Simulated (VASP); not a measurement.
Wanted: the native input for a VASP 6.6.1 run.

| Item | Value |
| --- | --- |
| Task | single point |
| Functional | PBE |
| Potentials or basis | VASP PAW PBE potentials, release 64 (Zr_sv, O) |
| Cutoff | 600 eV |
| k mesh | 8 × 8 × 8 |
| Occupations | gaussian, width 0.02 eV |
| Spin | no spin polarisation |
| Dipole correction | no |
| Further INCAR settings | ALGO = Normal; EDIFF = 1e-06; NBANDS = 19 |

The structure of ZrO2 (m.b) lies in POSCAR:

```
ZrO2
1.0
    0.0000000000      2.5579375646      2.5579375646
    2.5579375646      0.0000000000      2.5579375646
    2.5579375646      2.5579375646      0.0000000000
Zr O
1 2
Direct
    0.0000000000      0.0000000000      0.0000000000
    0.2500000000      0.2500000000      0.2500000000
    0.7500000000      0.7500000000      0.7500000000
```

One way to write it, as run:

INCAR

```
SYSTEM = ZrO2
PREC     = Accurate       ! precision mode
ENCUT    = 600            ! plane-wave cutoff, eV
EDIFF    = 1E-6           ! SCF threshold, eV
ISMEAR   = 0              ! smearing method
SIGMA    = 0.02           ! smearing width, eV
LREAL    = .False.        ! projectors in reciprocal space
LASPH    = .True.         ! aspherical terms in the spheres
NELM     = 120            ! most SCF steps
ALGO     = Normal         ! electronic algorithm
ISIF     = 2              ! what is computed and relaxed
LWAVE    = .False.        ! write WAVECAR
LCHARG   = .False.        ! write CHGCAR
GGA      = PE             ! functional
NBANDS   = 19             ! bands
GGA_COMPAT= .False.
```

KPOINTS

```
Automatic mesh
0
Gamma
  8 8 8
  0 0 0
```

Potentials or basis: VASP PAW PBE potentials, release 64 (Zr_sv, O).

Command:

```sh
$ cat potpaw_PBE.64/Zr_sv/POTCAR potpaw_PBE.64/O/POTCAR > POTCAR
$ mpirun -np 1 vasp_std > vasp.out
```

Results of the run:

```json
{"Pressure": "0.1 GPa", "Band gap on the k mesh": "3.31 eV, indirect (least direct gap 3.74 eV)"}
```

It took 14 s on 1 thread of Intel(R) Xeon(R) 6975P-C (Granite Rapids), on a shared host, peak memory 0.18 GiB.
